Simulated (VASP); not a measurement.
# B (Im-3m) in VASP: further runs

Runs on B. Level: PBE. Tasks: single point.

All numbers are computed with VASP 6.6.1; they aren't measurements. Logs are shortened: lines on timing, memory, paths and dates and some standing lists are left out, and cuts for length are marked.

**1. The cell of the first run**

Symmetry: Im-3m, No. 229, cubic system. The conventional cell has a = 2.732 Å, b = 2.732 Å, c = 2.732 Å, α = 90.00°, β = 90.00°, γ = 90.00°. Within 3.1 Å of B (site symmetry m-3m) lie 14 B at 2.37 to 2.73 Å.

**2. Single point, PBE (In replaced by B, lengths x 0.755, strained)**

INCAR reads:

```
SYSTEM = B
PREC = Accurate
ENCUT = 520
EDIFF = 1E-7
ISMEAR = 0
SIGMA = 0.1
LREAL = .FALSE.
LASPH = .TRUE.
NELM = 100
ALGO = Normal
ISIF = 2
LWAVE = .FALSE.
LCHARG = .FALSE.
GGA = PE
NBANDS = 8
```

KPOINTS reads:

```
Automatic mesh
0
G
  22 22 22
  0 0 0
```

POSCAR reads:

```
B
1.0
   -1.3661034921      1.3661034921      1.3661034921
    1.3661034921     -1.3661034921      1.3661034921
    1.3661034921      1.3661034921     -1.3661034921
B
1
Direct
    0.0000000000      0.0000000000      0.0000000000
```

Potentials or basis: VASP PAW PBE potentials, release 64 (B).

Launch:

```
$ cat potpaw_PBE.64/B/POTCAR > POTCAR
$ mpirun -np 1 vasp_std > vasp.out
```

OUTCAR:

```text
SYSTEM = B
   PREC = Accurate
   ENCUT = 520
   EDIFF = 1E-7
   ISMEAR = 0
   LREAL = .FALSE.
   LASPH = .TRUE.
   NELM = 100
   ISIF = 2
   GGA = PE

 ion  position               nearest neighbor table
   1  0.000  0.000  0.000-

  LATTYP: Found a body centered cubic cell.
 ALAT       =     2.7322069842

  Lattice vectors:

 A1 = (  -1.3661034921,   1.3661034921,   1.3661034921)
 A2 = (   1.3661034921,  -1.3661034921,   1.3661034921)
 A3 = (   1.3661034921,   1.3661034921,  -1.3661034921)

Analysis of symmetry for initial positions (statically):
=====================================================================
 Subroutine PRICEL returns:
 Original cell was already a primitive cell.

 Routine SETGRP: Setting up the symmetry group for a
 body centered cubic supercell.

 Subroutine GETGRP returns: Found 48 space group operations
 (whereof 48 operations were pure point group operations)
 out of a pool of 48 trial point group operations.

The static configuration has the point symmetry O_h .

Analysis of symmetry for dynamics (positions and initial velocities):
=====================================================================
 Subroutine PRICEL returns:
 Original cell was already a primitive cell.

 Routine SETGRP: Setting up the symmetry group for a
 body centered cubic supercell.

 Subroutine GETGRP returns: Found 48 space group operations
 (whereof 48 operations were pure point group operations)
 out of a pool of 48 trial point group operations.

The dynamic configuration has the point symmetry O_h .

 Subroutine INISYM returns: Found 48 space group operations
 (whereof 48 operations are pure point group operations),
 and found     1 'primitive' translations

----------------------------------------------------------------------------------------

                                     Primitive cell

  volume of cell :      10.1979

  direct lattice vectors                    reciprocal lattice vectors
    -1.366103492  1.366103492  1.366103492     0.000000000  0.366004481  0.366004481
     1.366103492 -1.366103492  1.366103492     0.366004481  0.000000000  0.366004481
     1.366103492  1.366103492 -1.366103492     0.366004481  0.366004481  0.000000000

[... 73 lines left out ...]
   ISTART =      0    job   : 0-new  1-cont  2-samecut
   ICHARG =      2    charge: 1-file 2-atom 10-const
   ISPIN  =      1    spin polarized calculation?
   LNONCOLLINEAR =      F non collinear calculations
   LSORBIT =      F    spin-orbit coupling
   LASPH  =      T    aspherical Exc in radial PAW
   ENCUT  =  520.0 eV  38.22 Ry    6.18 a.u.   4.40  4.40  4.40*2*pi/ulx,y,z
   NELM   =    100;   NELMIN=  2; NELMDL= -5     # of ELM steps
   EDIFF  = 0.1E-06   stopping-criterion for ELM
   LREAL  =      F    real-space projection
   EDIFFG = 0.1E-05   stopping-criterion for IOM
   NSW    =      0    number of steps for IOM
   IBRION =     -1    ionic relax: 0-MD 1-quasi-New 2-CG
   NFREE  =      0    steps in history (QN), initial steepest desc. (CG)
   ISIF   =      2    stress and relaxation
   ISYM   =      2    0-nonsym 1-usesym 2-fastsym
   POTIM  = 0.5000    time-step for ionic-motion
   TEBEG  =    0.0;   TEEND  =   0.0 temperature during run
   PSTRESS=    0.0 pullay stress
   NELECT =       3.0000    total number of electrons
   NUPDOWN=      -1.0000    fix difference up-down
   EMIN   =  10.00;   EMAX   =-10.00  energy-range for DOS
   EFERMI =   0.00;   METHOD = LEGACY
   ISMEAR =     0;   SIGMA  =   0.10  broadening in eV -4-tet -1-fermi 0-gaus
   EFERMI_NEDOS =   21; number of points for ismear=-14 and -15
   IALGO  =     38    algorithm
   IMIX   =      4    mixing-type and parameters
     AMIX     =   0.40;   BMIX     =  1.00
     AMIX_MAG =   1.60;   BMIX_MAG =  1.00
  volume/ion in A,a.u.               =      10.20        68.82
  Fermi-wavevector in a.u.,A,eV,Ry     =   1.088792  2.057519 16.129276  1.185468
  Thomas-Fermi vector in A             =   2.224981
   LORBIT       =      0    0 simple, 1 ext, 2 COOP (PROOUT), +10 PAW based schemes
   GGA     = PE    functional components
   LHFCALC =     F    Hartree Fock is set to
   AEXX    =    0.0000 exact exchange contribution
   IVDW    =     0    specifies the selected vdW correction
   LEPSILON=     F    determine dielectric tensor
   LRPA    =     F    only Hartree local field effects (RPA)
 non-spin polarized calculation
 Gauss-broadening in eV      SIGMA  =   0.10
  energy-cutoff  :      520.00
  volume of cell :       10.20
 maximum number of plane-waves:       285
 NGX is ok and might be reduce to    18
   NGX =  9   NGY =  9   NGZ =  9

 number of electron       3.0000000 magnetization

 Free energy of the ion-electron system (eV)
  ---------------------------------------------------
  ext. energy  EPLUGINS =         0.00000000
  ---------------------------------------------------
  free energy    TOTEN  =        -4.25281887 eV

  energy without entropy =       -4.25106289  energy(sigma->0) =       -4.25194088

 E-fermi :   4.3955     XC(G=0): -10.8425

 val. band max:        4.3891210932   @ k =   0.2727   0.2273   0.2273
 cond. band min:       4.4112021139   @ k =   0.3182   0.2727   0.0000
 fundamental gap:      0.0220810207
 Fermi energy:         4.3954929463

 k-point     1 :       0.0000    0.0000    0.0000
  band No.  band energies     occupation
      1      -8.6688      2.00000
      2      14.4260      0.00000
      3      14.4260      0.00000
      4      14.4260      0.00000
      5      30.3075      0.00000
      6      30.3075      0.00000
      7      30.3075      0.00000
      8      33.3766      0.00000
[... 243 lines left out ...]
 k-point    24 :       0.1364    0.0909    0.0000
  band No.  band energies     occupation
      1      -7.3332      2.00000
      2      11.2551      0.00000
      3      12.4375      0.00000
      4      13.6424      0.00000
      5      25.1965      0.00000
      6      25.9347      0.00000
      7      30.9702      0.00000
      8      33.5713      0.00000

 [... further k-points ...]
[... 5 lines left out ...]
  --------------------------------------------------------------------------------------
  -------------------------------------------------------------------------------------
  Total       -2.3666006     -2.3666006     -2.3666006     -0.0000000     -0.0000000     -0.0000000
  in kB     -371.8131626   -371.8131626   -371.8131626     -0.0000000     -0.0000000     -0.0000000
  external PRESSURE =    -371.8131626 kB  Pullay stress =       0.0000000 kB

 VOLUME and BASIS-vectors are now :
 -----------------------------------------------------------------------------
  energy-cutoff  :      520.00
  volume of cell :       10.20
      direct lattice vectors                 reciprocal lattice vectors
    -1.366103492  1.366103492  1.366103492     0.000000000  0.366004481  0.366004481
     1.366103492 -1.366103492  1.366103492     0.366004481  0.000000000  0.366004481
     1.366103492  1.366103492 -1.366103492     0.366004481  0.366004481  0.000000000

 POSITION                                       TOTAL-FORCE (eV/Angst)
 -----------------------------------------------------------------------------------
      0.00000      0.00000      0.00000         0.000000      0.000000      0.000000
 -----------------------------------------------------------------------------------
    total drift:                                0.000000      0.000000      0.000000

  FREE ENERGIE OF THE ION-ELECTRON SYSTEM (eV)
  ---------------------------------------------------
  free  energy   TOTEN  =        -4.2528188670 eV

  energy  without entropy=       -4.2510628896  energy(sigma->0) =       -4.25194088
```

OSZICAR:

```text
N       E                     dE             d eps       ncg     rms          rms(c)
DAV:   1    -0.271114200245E+01   -0.27111E+01   -0.12798E+03  5400   0.277E+02
DAV:   2    -0.425312707964E+01   -0.15420E+01   -0.14574E+01  7176   0.264E+01
DAV:   3    -0.425751940024E+01   -0.43923E-02   -0.43910E-02  5864   0.149E+00
DAV:   4    -0.425751981885E+01   -0.41861E-06   -0.41888E-06  7560   0.138E-02
DAV:   5    -0.425751981925E+01   -0.39833E-09   -0.27262E-10  5928   0.753E-05    0.860E-01
DAV:   6    -0.425432767017E+01    0.31921E-02   -0.18236E-03  6464   0.283E-01    0.503E-01
DAV:   7    -0.425281221327E+01    0.15155E-02   -0.38664E-03  6592   0.413E-01    0.372E-02
DAV:   8    -0.425281887452E+01   -0.66612E-05   -0.27692E-05  5880   0.429E-02    0.520E-03
DAV:   9    -0.425281886703E+01    0.74861E-08   -0.27409E-07  6704   0.427E-03
   1 F= -.42528189E+01 E0= -.42519409E+01  d E =-.175598E-02
```

Wall time 13 s (1 thread of Intel Xeon Platinum 8488C (Sapphire Rapids), shared host); peak memory 0.13 GiB.

What came out:

```
Free energy : -4.2528 eV
Pressure    : -37.2 GPa
```

Levels at points of the mesh, in eV from the Fermi level:
```tsv
k point	band 1	band 2	band 3	band 4	band 5
(0.00, 0.00, 0.00)	-13.06	10.03	10.03	10.03	25.91
(0.50, 0.00, 0.00)	-5.22	-4.08	5.96	8.62	17.92
(0.50, 0.50, 0.50)	0.85	0.85	0.85	4.18	9.63
```

Caveat: the cell differs from its parent crystal (In replaced by B, lengths x 0.755, strained).

**3. Single point, PBE (In replaced by B, lengths x 0.755, strained)**

INCAR reads:

```
SYSTEM = B
PREC = Accurate
ENCUT = 500
EDIFF = 1E-6
ISMEAR = 0
SIGMA = 0.1
LREAL = .FALSE.
LASPH = .TRUE.
NELM = 120
ALGO = Normal
ISIF = 2
LWAVE = .FALSE.
LCHARG = .TRUE.
GGA = PE
LELF = .TRUE.
LVHAR = .TRUE.
NBANDS = 8
GGA_COMPAT = .FALSE.
```

KPOINTS reads:

```
regular mesh
0
G
  10 10 10
  0 0 0
```

POSCAR is that of step 2.

Potentials or basis: VASP PAW PBE potentials, release 64 (B).

Launch:

```
$ cat potpaw_PBE.64/B/POTCAR > POTCAR
$ mpirun -np 1 vasp_std > vasp.out
```

OUTCAR:

```text
SYSTEM = B
   PREC = Accurate
   ENCUT = 500
   EDIFF = 1E-6
   ISMEAR = 0
   LREAL = .FALSE.
   LASPH = .TRUE.
   NELM = 120
   ISIF = 2
   GGA = PE

 ion  position               nearest neighbor table
   1  0.000  0.000  0.000-

  LATTYP: Found a body centered cubic cell.
 ALAT       =     2.7322069842

  Lattice vectors:

 A1 = (  -1.3661034921,   1.3661034921,   1.3661034921)
 A2 = (   1.3661034921,  -1.3661034921,   1.3661034921)
 A3 = (   1.3661034921,   1.3661034921,  -1.3661034921)

Analysis of symmetry for initial positions (statically):
=====================================================================
 Subroutine PRICEL returns:
 Original cell was already a primitive cell.

 Routine SETGRP: Setting up the symmetry group for a
 body centered cubic supercell.

 Subroutine GETGRP returns: Found 48 space group operations
 (whereof 48 operations were pure point group operations)
[... 155 lines left out ...]
 Free energy of the ion-electron system (eV)
  ---------------------------------------------------
  ext. energy  EPLUGINS =         0.00000000
  ---------------------------------------------------
  free energy    TOTEN  =        -4.26569984 eV

  energy without entropy =       -4.26339406  energy(sigma->0) =       -4.26454695

 E-fermi :   4.2797     XC(G=0): -10.8428

 val. band max:        4.2343632393   @ k =   0.5000   0.5000   0.4000
 cond. band min:       4.3694609970   @ k =  -0.4000   0.4000   0.2000
 fundamental gap:      0.1350977577
 Fermi energy:         4.2796562861

 k-point     1 :       0.0000    0.0000    0.0000
  band No.  band energies     occupation
      1      -8.6693      2.00000
      2      14.4244      0.00000
      3      14.4244      0.00000
      4      14.4244      0.00000
      5      30.3077      0.00000
      6      30.3077      0.00000
      7      30.3077      0.00000
      8      33.3756      0.00000
[... 243 lines left out ...]
 k-point    24 :      -0.3000    0.3000    0.1000
  band No.  band energies     occupation
      1      -5.2818      2.00000
      2       7.3363      0.00000
      3      10.7082      0.00000
      4      13.0110      0.00000
      5      22.6086      0.00000
      6      25.3096      0.00000
      7      29.2620      0.00000
      8      33.6910      0.00000

 [... further k-points ...]
[... 5 lines left out ...]
  --------------------------------------------------------------------------------------
  -------------------------------------------------------------------------------------
  Total       -2.3689617     -2.3689617     -2.3689617     -0.0000000     -0.0000000     -0.0000000
  in kB     -372.1841145   -372.1841145   -372.1841145     -0.0000000     -0.0000000     -0.0000000
  external PRESSURE =    -372.1841145 kB  Pullay stress =       0.0000000 kB

 VOLUME and BASIS-vectors are now :
 -----------------------------------------------------------------------------
  energy-cutoff  :      500.00
  volume of cell :       10.20
      direct lattice vectors                 reciprocal lattice vectors
    -1.366103492  1.366103492  1.366103492     0.000000000  0.366004481  0.366004481
     1.366103492 -1.366103492  1.366103492     0.366004481  0.000000000  0.366004481
     1.366103492  1.366103492 -1.366103492     0.366004481  0.366004481  0.000000000

 POSITION                                       TOTAL-FORCE (eV/Angst)
 -----------------------------------------------------------------------------------
      0.00000      0.00000      0.00000         0.000000      0.000000      0.000000
 -----------------------------------------------------------------------------------
    total drift:                               -0.000000     -0.000000      0.000000

  FREE ENERGIE OF THE ION-ELECTRON SYSTEM (eV)
  ---------------------------------------------------
  free  energy   TOTEN  =        -4.2656998428 eV

  energy  without entropy=       -4.2633940645  energy(sigma->0) =       -4.26454695
```

stdout:

```text
POSCAR found type information on POSCAR B
 POSCAR found :  1 types and       1 ions
 scaLAPACK will be used
 LDA part: xc-table for (Slater+PW92), standard interpolation
 POSCAR, INCAR and KPOINTS ok, starting setup
 FFT: planning ... GRIDC
 FFT: planning ... GRID_SOFT
 FFT: planning ... GRID
 WAVECAR not read
 entering main loop
```

Wall time 6.9 s (1 thread of AMD EPYC 7R13, shared host); peak memory 0.08 GiB.

Results:

```yaml
Free_energy: -4.2657 eV
Pressure: -37.2 GPa
```

Caveat: the cell differs from its parent crystal (In replaced by B, lengths x 0.755, strained).

**4. Single point, PBE, collinear spin, ferromagnetic start**

INCAR reads:

```
PREC = Accurate
ENCUT = 500
EDIFF = 1E-6
ISMEAR = 0
SIGMA = 0.1
LREAL = F
LASPH = T
NELM = 200
ALGO = Normal
ISIF = 2
LWAVE = F
LCHARG = T
ISPIN = 2
MAGMOM = 1
LORBIT = 11
GGA = PE
LELF = T
LVHAR = T
NBANDS = 12
GGA_COMPAT = F
```

KPOINTS reads:

```
Automatic mesh
0
Gamma
  22 22 22
```

POSCAR is that of step 3.

Potentials or basis: VASP PAW PBE potentials, release 64 (B).

Launch:

```
$ cat potpaw_PBE.64/B/POTCAR > POTCAR
$ mpirun -np 1 vasp_std > vasp.out
```

OUTCAR:

```text
PREC = Accurate
   ENCUT = 500
   EDIFF = 1E-6
   ISMEAR = 0
   LREAL = F
   LASPH = T
   NELM = 200
   ISIF = 2
   ISPIN = 2
   LORBIT = 11
   GGA = PE

 ion  position               nearest neighbor table
   1  0.000  0.000  0.000-

  LATTYP: Found a body centered cubic cell.
 ALAT       =     2.7322069842

  Lattice vectors:

 A1 = (  -1.3661034921,   1.3661034921,   1.3661034921)
 A2 = (   1.3661034921,  -1.3661034921,   1.3661034921)
[... 931 lines left out ...]
  -------------------------------------------------------------------------------------
  Total       -2.3659320     -2.3659320     -2.3659320      0.0000000      0.0000000      0.0000000
  in kB     -371.7081094   -371.7081094   -371.7081094      0.0000000      0.0000000      0.0000000
  external PRESSURE =    -371.7081094 kB  Pullay stress =       0.0000000 kB

 VOLUME and BASIS-vectors are now :
 -----------------------------------------------------------------------------
  energy-cutoff  :      500.00
  volume of cell :       10.20
      direct lattice vectors                 reciprocal lattice vectors
    -1.366103492  1.366103492  1.366103492     0.000000000  0.366004481  0.366004481
     1.366103492 -1.366103492  1.366103492     0.366004481  0.000000000  0.366004481
     1.366103492  1.366103492 -1.366103492     0.366004481  0.366004481  0.000000000

 POSITION                                       TOTAL-FORCE (eV/Angst)
 -----------------------------------------------------------------------------------
      0.00000      0.00000      0.00000         0.000000     -0.000000     -0.000000
 -----------------------------------------------------------------------------------
    total drift:                               -0.000000     -0.000000      0.000000

  FREE ENERGIE OF THE ION-ELECTRON SYSTEM (eV)
  ---------------------------------------------------
  free  energy   TOTEN  =        -4.2527760389 eV

  energy  without entropy=       -4.2510200485  energy(sigma->0) =       -4.25189804

 total charge

# of ion       s       p       d       tot
------------------------------------------
    1        0.741   0.655   0.000   1.396

 magnetization (x)

# of ion       s       p       d       tot
------------------------------------------
    1       -0.000  -0.000   0.000  -0.000
```

stdout:

```text
POSCAR found type information on POSCAR B
 POSCAR found :  1 types and       1 ions
 scaLAPACK will be used
 LDA part: xc-table for (Slater+PW92), standard interpolation
 POSCAR, INCAR and KPOINTS ok, starting setup
 FFT: planning ... GRIDC
 FFT: planning ... GRID_SOFT
 FFT: planning ... GRID
 WAVECAR not read
 entering main loop
```

Wall time 68 s (1 thread of AMD EPYC 7R13, shared host); peak memory 0.13 GiB.

Results:

| Property | Result |
| --- | --- |
| Free energy | -4.2528 eV |
| Pressure | -37.2 GPa |
| Net moment | 0.00 μB per cell |
| Valence electrons inside the program's atomic spheres | B 1.40 |

**5. The runs side by side**

```tsv
spin	k mesh	cutoff (eV)	gap on the mesh (eV)	pressure (GPa)
off	22 × 22 × 22	520	none	-37.2
off	10 × 10 × 10	500	none	-37.2
collinear, ferromagnetic start	22 × 22 × 22	500	none	-37.2
```

Alike in all rows: task single point; level PBE; potentials or basis VASP PAW PBE potentials, release 64 (B); cell as given; smearing gaussian 0.1 eV.

Absolute energies hang on the potentials; compare differences alone.
